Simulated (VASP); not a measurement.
## TiO2: single point with PBEsol

Crystal: TiO2.

```
CELL_PARAMETERS angstrom
4.63717 0.00000 0.00000
0.00000 4.63717 0.00000
0.00000 0.00000 2.92100
ATOMIC_POSITIONS crystal
Ti 0.00000 0.00000 0.00000
Ti 0.50000 0.50000 0.50000
O 0.30496 0.30496 0.00000
O 0.19504 0.80496 0.50000
O 0.69504 0.69504 0.00000
O 0.80496 0.19504 0.50000
```

This cell differs from its parent crystal: in-plane strain +0.01, then relaxed in part.

| Item | Value |
| --- | --- |
| Program | VASP 6.6.1 |
| Task | single point |
| Functional | PBEsol |
| Potentials or basis | VASP PAW PBE potentials, release 64 (Ti_sv, O) |
| Cutoff | 520 eV |
| k mesh | 6 × 6 × 8 |
| Occupations | gaussian, width 0.01 eV |
| Spin | no spin polarisation |
| Dipole correction | no |
| Further INCAR settings | ALGO = Normal; EDIFF = 1e-07; NBANDS = 33 |

```
Pressure               : -1.7 GPa
Largest force          : 0.031 eV/Å
Band gap on the k mesh : 1.86 eV
```

Forces in eV/Å, atoms in the order of the input:
```
Ti   0.000  0.000  0.000
Ti   0.000  0.000  0.000
O   -0.022 -0.022  0.000
O    0.022 -0.022  0.000
O    0.022  0.022  0.000
O   -0.022  0.022  0.000
```

Stress tensor (GPa, compression positive):
```
-3.02  0.00  0.00
 0.00 -3.02  0.00
 0.00  0.00  0.83
```

Levels at points of the mesh, in eV from the valence-band top:
```tsv
k point	band 21	band 22	band 23	band 24	band 25	band 26	band 27	band 28
(0.00, 0.00, 0.00)	-0.60	-0.42	-0.42	0.00	1.86	2.13	2.51	2.58
(0.50, 0.00, 0.00)	-1.48	-1.48	-0.72	-0.72	2.53	2.53	3.07	3.07
(0.50, 0.50, 0.00)	-1.17	-1.17	-1.05	-1.05	1.89	1.89	2.60	2.60
(0.00, 0.00, 0.50)	-2.27	-2.27	-1.42	-1.42	2.97	2.97	3.36	3.36
(0.50, 0.00, 0.50)	-2.03	-2.03	-0.99	-0.99	1.91	1.91	3.37	3.37
(0.50, 0.50, 0.50)	-1.22	-1.22	-0.66	-0.66	2.60	2.60	3.23	3.23
```

Wall time 110 s on 1 thread of Intel(R) Xeon(R) Platinum 8259CL CPU @ 2.50GHz (Skylake/Cascade Lake), with other jobs on the host, peak memory 0.22 GiB.

Caveat: the cell differs from its parent crystal (in-plane strain +0.01, then relaxed in part); the PAW data sets were made with another functional, which shifts forces and pressure a little. A k mesh can miss the band edges.
